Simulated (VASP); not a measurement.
Input of a VASP 6.6.1 run:

The input POSCAR:

```
SnSe
1.0
    0.0000000000      3.0921765484      3.0921765484
    3.0921765484      0.0000000000      3.0921765484
    3.0921765484      3.0921765484      0.0000000000
Sn Se
1 1
Direct
    0.0000000000      0.0000000000      0.0000000000
    0.5000000000      0.5000000000      0.5000000000
```

Contents of INCAR.step1:

```
SYSTEM = SnSe
  ALGO = Normal
  EDIFF = 1E-4
  ENCUT = 520
  GGA = PE
  GGA_COMPAT = .FALSE.
  ISMEAR = -1
  LASPH = .TRUE.
  LCHARG = .FALSE.
  LREAL = .FALSE.
  LSORBIT = .TRUE.
  LWAVE = .TRUE.
  MAGMOM = 0 0 0 0 0 0
  NBANDS = 32
  NELM = 150
  PREC = Accurate
  SIGMA = 0.02
```

The input INCAR.step2:

```
SYSTEM = SnSe
  ALGO = Normal
  EDIFF = 1E-6
  ENCUT = 520
  GGA_COMPAT = .FALSE.
  ISIF = 2
  ISMEAR = -1
  ISTART = 1
  LASPH = .TRUE.
  LCHARG = .FALSE.
  LMIXTAU = .TRUE.
  LORBIT = 11
  LORBMOM = .TRUE.
  LREAL = .FALSE.
  LSORBIT = .TRUE.
  LWAVE = .FALSE.
  MAGMOM = 0 0 0 0 0 0
  METAGGA = R2SCAN
  NBANDS = 32
  NELM = 150
  PREC = Accurate
  SIGMA = 0.02
```

The input KPOINTS:

```
k-points
0
G
  8 8 8
  0 0 0
```

Potentials or basis: VASP PAW PBE potentials, release 64 (Sn_d, Se).

The run is started by

```console
$ cat potpaw_PBE.64/Sn_d/POTCAR potpaw_PBE.64/Se/POTCAR > POTCAR
$ cp INCAR.step1 INCAR
$ mpirun -np 1 vasp_ncl > vasp.out
$ cp INCAR.step2 INCAR
$ mpirun -np 1 vasp_ncl > vasp.out
```

Question: Predict the net moment.

Answer: 0.00 μB per cell.

Question: What does it give for the pressure?

Answer: -3.7 GPa.

Moments on the atoms (μB; x, y, z):
```
Sn  0.00 0.00 0.00
Se  0.00 0.00 0.00
```

Caveat: the cell differs from its parent crystal (strain +3.0%); the cell stands under tension; the structure was generated, so it needn't be the stable form of SnSe; the PAW data sets were made with another functional, which shifts forces and pressure a little.
